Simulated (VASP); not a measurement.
Write the native input for VASP 6.6.1 that does the following.

```yaml
Task: single point
Functional: PBE
Dispersion: D3(BJ)
Potentials_or_basis: VASP PAW PBE potentials, release 64 (C, H)
Cutoff: 520 eV
k_mesh: 12 × 12 × 1
Occupations: gaussian, width 0.1 eV
Spin: no spin polarisation
Dipole_correction: yes
Further_INCAR_settings: ALGO = Normal; EDIFF = 1e-06; NBANDS = 26; NELMDL = -8
```

The structure of HC8 lies in POSCAR:

```
HC8
1.0
    2.4652678656      0.0000000000      0.0000000000
   -1.2326339328      2.1349845987      0.0000000000
    0.0000000000      0.0000000000     46.3276891475
C H
8 1
Direct
    0.0000000000      0.0000000000      0.1834861472
    0.3333333333      0.6666666667      0.1834755878
    0.0000000000      0.0000000000      0.2569717592
    0.6666666667      0.3333333333      0.2569823185
    0.3333333333      0.6666666667      0.7035217618
    0.0000000000      0.0000000000      0.6980110454
    0.0000000000      0.0000000000      0.7843625968
    0.6666666667      0.3333333333      0.7843508852
    0.3333333333      0.6666666667      0.7287317992
```

These files were run (other wordings do the same):

INCAR

```
SYSTEM = HC8
PREC = Accurate
ENCUT = 520
EDIFF = 1E-6
ISMEAR = 0
SIGMA = 0.1
LREAL = .FALSE.
LASPH = .TRUE.
NELM = 120
ALGO = Normal
ISIF = 2
LWAVE = .FALSE.
LCHARG = .FALSE.
LDIPOL = .TRUE.
IDIPOL = 3
DIPOL = 0.5 0.5 0.509
GGA = PE
IVDW = 12
NBANDS = 26
GGA_COMPAT = .FALSE.
NELMDL = -8
```

KPOINTS

```
Automatic mesh
0
G
  12 12 1
  0 0 0
```

Potentials or basis: VASP PAW PBE potentials, release 64 (C, H).

Launch:

```console
$ cat potpaw_PBE.64/C/POTCAR potpaw_PBE.64/H/POTCAR > POTCAR
$ mpirun -np 1 vasp_std > vasp.out
```

Results of the run:

```yaml
Largest_force: 0.043 eV/Å
Band_gap_on_the_k_mesh: zero (an odd number of electrons rules out a gap without spin polarisation)
Dispersion_energy_per_atom: -0.110 eV
```

Wall time 7.4 min on 1 thread of Intel(R) Xeon(R) 6975P-C (Granite Rapids), on a shared host, peak memory 0.34 GiB.
